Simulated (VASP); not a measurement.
# K (Fm-3m) in VASP: notebook, part 2 of 2

VASP 6.6.1. The steps go on from the part before.

## Step 4: Single point, PBE (74.13 Å³/atom)

This run uses another cell than the first one, of 74.13 Å³/atom.

Input file INCAR:

```
PREC = Accurate
ENCUT = 520
EDIFF = 1E-6
ISMEAR = -1
SIGMA = 0.1
LREAL = F
LASPH = T
NELM = 80
ALGO = Normal
ISIF = 2
LWAVE = F
LCHARG = F
GGA = PE
NBANDS = 10
```

Input file KPOINTS:

```
Automatic mesh
0
Gamma
  9 9 9
```

Input file POSCAR:

```
K
1.0
    0.0000000000      3.3341509471      3.3341509471
    3.3341509471      0.0000000000      3.3341509471
    3.3341509471      3.3341509471      0.0000000000
K
1
Direct
    0.0000000000      0.0000000000      0.0000000000
```

Potentials or basis: VASP PAW PBE potentials, release 64 (K_sv).

The run is started by

```console
$ cat potpaw_PBE.64/K_sv/POTCAR > POTCAR
$ mpirun -np 1 vasp_std > vasp.out
```

OUTCAR:

```text
PREC = Accurate
   ENCUT = 520
   EDIFF = 1E-6
   ISMEAR = -1
   LREAL = F
   LASPH = T
   NELM = 80
   ISIF = 2
   GGA = PE

 ion  position               nearest neighbor table
   1  0.000  0.000  0.000-

  LATTYP: Found a face centered cubic cell.
 ALAT       =     6.6683018942

  Lattice vectors:

 A1 = (   0.0000000000,   3.3341509471,   3.3341509471)
 A2 = (   3.3341509471,   0.0000000000,   3.3341509471)
 A3 = (   3.3341509471,   3.3341509471,   0.0000000000)

Analysis of symmetry for initial positions (statically):
=====================================================================
 Subroutine PRICEL returns:
 Original cell was already a primitive cell.

 Routine SETGRP: Setting up the symmetry group for a
 face centered cubic supercell.

 Subroutine GETGRP returns: Found 48 space group operations
 (whereof 48 operations were pure point group operations)
 out of a pool of 48 trial point group operations.

The static configuration has the point symmetry O_h .

Analysis of symmetry for dynamics (positions and initial velocities):
=====================================================================
 Subroutine PRICEL returns:
[... 162 lines left out ...]
  band No.  band energies     occupation
      1     -32.2687      2.00000
      2     -15.7198      2.00000
      3     -15.7198      2.00000
      4     -15.7198      2.00000
      5      -2.2830      2.00000
      6       4.0660      0.00000
      7       4.0660      0.00000
      8       4.0660      0.00000
      9       5.3114      0.00000
     10       5.3114      0.00000
[... 287 lines left out ...]
 k-point    24 :       0.4444    0.4444    0.0000
  band No.  band energies     occupation
      1     -32.2641      2.00000
      2     -15.7790      2.00000
      3     -15.7429      2.00000
      4     -15.7429      2.00000
      5       0.3854      0.01382
      6       1.6206      0.00000
      7       2.2338      0.00000
      8       4.7001      0.00000
      9       4.7001      0.00000
     10       5.5368      0.00000

 [... further k-points ...]

------------------------ aborting loop because EDIFF is reached ----------------------------------------

  FORCE on cell =-STRESS in cart. coord.  units (eV):
  Direction    XX          YY          ZZ          XY          YZ          ZX
  --------------------------------------------------------------------------------------
  -------------------------------------------------------------------------------------
  Total       -0.0038246     -0.0038246     -0.0038246     -0.0000000      0.0000000      0.0000000
  in kB       -0.0826638     -0.0826638     -0.0826638     -0.0000000      0.0000000      0.0000000
  external PRESSURE =      -0.0826638 kB  Pullay stress =       0.0000000 kB

 VOLUME and BASIS-vectors are now :
 -----------------------------------------------------------------------------
  energy-cutoff  :      520.00
  volume of cell :       74.13
      direct lattice vectors                 reciprocal lattice vectors
     0.000000000  3.334150947  3.334150947    -0.149963216  0.149963216  0.149963216
     3.334150947  0.000000000  3.334150947     0.149963216 -0.149963216  0.149963216
     3.334150947  3.334150947  0.000000000     0.149963216  0.149963216 -0.149963216

 POSITION                                       TOTAL-FORCE (eV/Angst)
 -----------------------------------------------------------------------------------
      0.00000      0.00000      0.00000        -0.000000     -0.000000     -0.000000
 -----------------------------------------------------------------------------------
    total drift:                               -0.000000      0.000000      0.000000

  FREE ENERGIE OF THE ION-ELECTRON SYSTEM (eV)
  ---------------------------------------------------
  free  energy   TOTEN  =        -1.0604662332 eV

  energy  without entropy=       -1.0348102022  energy(sigma->0) =       -1.04763822
```

OSZICAR:

```text
N       E                     dE             d eps       ncg     rms          rms(c)
DAV:   1     0.451658830901E+02    0.45166E+02   -0.36020E+03   700   0.688E+02
DAV:   2     0.584368015996E+00   -0.44582E+02   -0.43895E+02   742   0.191E+02
DAV:   3    -0.102469423201E+01   -0.16091E+01   -0.16051E+01  1130   0.287E+01
DAV:   4    -0.105908874905E+01   -0.34395E-01   -0.34349E-01   922   0.386E+00
DAV:   5    -0.105994908996E+01   -0.86034E-03   -0.86022E-03  1104   0.410E-01    0.197E+00
DAV:   6    -0.106006575102E+01   -0.11666E-03   -0.13125E-03  1082   0.228E-01    0.121E+00
DAV:   7    -0.106040100032E+01   -0.33525E-03   -0.25838E-03  1078   0.325E-01    0.542E-02
DAV:   8    -0.106045363711E+01   -0.52637E-04   -0.10617E-04   870   0.121E-01    0.164E-02
DAV:   9    -0.106046717691E+01   -0.13540E-04   -0.15073E-05   828   0.301E-02    0.750E-03
DAV:  10    -0.106046623322E+01    0.94370E-06   -0.23004E-06  1044   0.123E-02
   1 F= -.10604662E+01 E0= -.10476382E+01  d E =-.256560E-01
```

stdout:

```text
POSCAR found type information on POSCAR K
 POSCAR found :  1 types and       1 ions
 scaLAPACK will be used
 LDA part: xc-table for (Slater+PW92), standard interpolation
 POSCAR, INCAR and KPOINTS ok, starting setup
 FFT: planning ... GRIDC
 FFT: planning ... GRID_SOFT
 FFT: planning ... GRID
 WAVECAR not read
 entering main loop
```

Wall time 32 s (1 thread of Intel Xeon Platinum 8259CL at 2.50GHz (Skylake/Cascade Lake), shared host); peak memory 0.2 GiB.

What came out:

```yaml
Free_energy: -1.0605 eV
Pressure: 0.0 GPa
Band_gap_on_the_k_mesh: zero (an odd number of electrons rules out a gap without spin polarisation)
```

Levels at points of the mesh, in eV from the Fermi level:
| k point | band 2 | band 3 | band 4 | band 5 | band 6 | band 7 | band 8 | band 9 |
| --- | --- | --- | --- | --- | --- | --- | --- | --- |
| (0.00, 0.00, 0.00) | -15.61 | -15.61 | -15.61 | -2.17 | 4.18 | 4.18 | 4.18 | 5.42 |

## Step 5: Overview

| cell | gap on the mesh (eV) | pressure (GPa) |
| --- | --- | --- |
| a = 4.586 Å, angles 60.0°, 1 atom | none | 0.3 |
| a = 4.651 Å, angles 60.0°, 1 atom | none | 0.1 |
| a = 4.715 Å, angles 60.0°, 1 atom | none | 0.0 |

Alike in all rows: task single point; level PBE; potentials or basis VASP PAW PBE potentials, release 64 (K_sv); no spin polarisation; k mesh 9 × 9 × 9; cutoff (eV) 520; smearing fermi-dirac 0.1 eV.

Absolute energies hang on the potentials; compare differences alone.
